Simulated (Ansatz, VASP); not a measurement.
**InPt3 in VASP and in Ansatz**

```
CELL_PARAMETERS angstrom
4.01441 0.00000 0.00000
0.00000 4.01441 0.00000
0.00000 0.00000 4.01441
ATOMIC_POSITIONS crystal
In 0.00000 0.00000 0.00000
Pt 0.50000 0.50000 0.00000
Pt 0.00000 0.50000 0.50000
Pt 0.50000 0.00000 0.50000
```

Change from the starting cell: volume scaled by 1.02, crystal datasets.

Alike in both runs: task electric field gradients; functional PBEsol; k mesh 10 × 10 × 10; occupations fermi-dirac, width 0.05 eV; no spin polarisation.

|  | VASP | Ansatz |
| --- | --- | --- |
| version | VASP 6.6.1 | Ansatz 0.2.0 |
| potentials or method | VASP PAW PBE potentials, release 64 (In_d, Pt), cutoff 520 eV | all-electron PAW with datasets made for the crystal, scalar-relativistic |

```tsv
	VASP	Ansatz	Ansatz less VASP
pressure (GPa)	-3.7	-3.5	+0.12
size of Vzz on the site where it differs most (V/Å²)	87.7	92.6	+4.88
```

VASP's potentials were made for PBE, not for PBEsol. Ansatz ran all-electron here, and VASP with PAW potentials.

Spin-orbit coupling is off throughout.
